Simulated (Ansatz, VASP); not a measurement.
Sb in VASP and in Ansatz

```
Sb
1.0
     3.35453    0.00000    0.00000
    -1.67727    2.90511    0.00000
     0.00000    0.00000    5.47016
Sb
2
Direct
  0.66667 0.33333 0.75000
  0.33333 0.66667 0.25000
```

Alike in both runs: task single point; functional r2SCAN-based global hybrid with a share of 0.15 of exact exchange; k mesh 5 × 5 × 3; occupations fermi-dirac, width 0.05 eV; no spin polarisation.

|  | VASP | Ansatz |
| --- | --- | --- |
| version | VASP 6.6.1 | Ansatz 0.2.0 |
| potentials or method | VASP PAW PBE potentials, release 64 (Sb) | Ansatz PAW |
| plane-wave cutoff (eV) | 520 | 500 |
| valence electrons in the cell | 10 | 30 |

VASP gave:

- gap on the k mesh at the Fermi level (eV): none
- pressure (GPa): -2.3
- traceless stress, the component that is largest in VASP (GPa): 4.02

Problem. What did Ansatz give for the same quantities?

Solution. gap on the k mesh at the Fermi level (eV): none; pressure (GPa): -1.6; traceless stress, the component that is largest in VASP (GPa): 4.05.

VASP's potentials were made for PBE, not for r2SCAN-based global hybrid. A gap of «none» marks a metal or a gap that the smearing closes. VASP's potentials hold 10 valence electrons a cell and Ansatz's 30, so a difference there can come from the potentials and not from the codes.

The k mesh is coarse, so the values compare programs but aren't converged. Neither program's run includes spin-orbit coupling.
